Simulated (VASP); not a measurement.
A run of VASP 6.6.1 is set up as follows.

INCAR

```
PREC = Accurate
ENCUT = 600
EDIFF = 1E-8
ISMEAR = -1
SIGMA = 0.05
LREAL = F
LASPH = T
NELM = 80
ALGO = Normal
ISIF = 3
LWAVE = F
LCHARG = F
GGA = PS
NBANDS = 14
IBRION = 6
NFREE = 2
POTIM = 0.015
NSW = 1
```

KPOINTS

```
Automatic mesh
0
Gamma
  8 8 8
```

POSCAR

```
Bi
1.0
   -1.9814305318      1.9814305318      1.9814305318
    1.9814305318     -1.9814305318      1.9814305318
    1.9814305318      1.9814305318     -1.9814305318
Bi
1
Direct
    0.0000000000      0.0000000000      0.0000000000
```

Potentials or basis: VASP PAW PBE potentials, release 64 (Bi_d).

The run is started by

```console
$ cat potpaw_PBE.64/Bi_d/POTCAR > POTCAR
$ mpirun -np 1 vasp_std > vasp.out
```

(1) Predict the elastic constants C11, C12, C44.

(2) Predict the Voigt bulk modulus.

Results:

(1) 91, 35, 0 GPa.

(2) 54 GPa.

Caveat: the cell is under stress, which shifts elastic constants; the PAW data sets were made with another functional, which shifts forces and pressure a little.
